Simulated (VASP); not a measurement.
Ca2YRhC6N6, 16 atoms in the cell. Symmetry: Fm-3m, No. 225, cubic system. The conventional cell has a = 11.303 Å, b = 11.303 Å, c = 11.303 Å, α = 90.00°, β = 90.00°, γ = 90.00°. Ca (site symmetry -43m) has 12 C at 4.01 Å and 12 N at 4.09 Å and 4 Y at 4.89 Å and 4 Rh at 4.89 Å within 5.3 Å. Within 3.3 Å of Y (site symmetry m-3m) lie 6 C at 2.50 Å. Within 2.6 Å of Rh (site symmetry m-3m) lie 6 N at 1.97 Å. Within 1.6 Å of C (site symmetry 4mm) lie 1 N at 1.18 Å. Within 1.6 Å of N (site symmetry 4mm) lie 1 C at 1.18 Å. 

* Program: VASP 6.6.1
* Task: single point
* Functional: PBE
* Potentials or basis: VASP PAW PBE potentials, release 64 (Ca_sv, Y_sv, Rh_pv, C, N)
* Cutoff: 520 eV
* k mesh: 4 × 4 × 4
* Occupations: gaussian, width 0.1 eV
* Spin: collinear spin, ferromagnetic start
* Starting moments: [0.0, 0.0, 0.0, 1.0, 0.0, 0.0, 0.0, 0.0, 0.0, 0.0, 0.0, 0.0, 0.0, 0.0, 0.0, 0.0] μB
* Dipole correction: no
* Further INCAR settings: LREAL = Auto; ALGO = Normal; EDIFF = 1e-06; NBANDS = 68

Potentials or basis: VASP PAW PBE potentials, release 64 (Ca_sv, Y_sv, Rh_pv, C, N).

The run is started by

```bash
$ cat potpaw_PBE.64/Ca_sv/POTCAR potpaw_PBE.64/Y_sv/POTCAR potpaw_PBE.64/Rh_pv/POTCAR potpaw_PBE.64/C/POTCAR potpaw_PBE.64/N/POTCAR > POTCAR
$ mpirun -np 1 vasp_std > vasp.out
```

Hardware: 1 thread of Intel Xeon 8259CL (shared host).

Problem. Estimate the wall time of this run.

Solution. It took 19 min on 1 thread of Intel Xeon 8259CL (shared host), peak memory 0.83 GiB. Counts: scf iterations 23, k points 8.
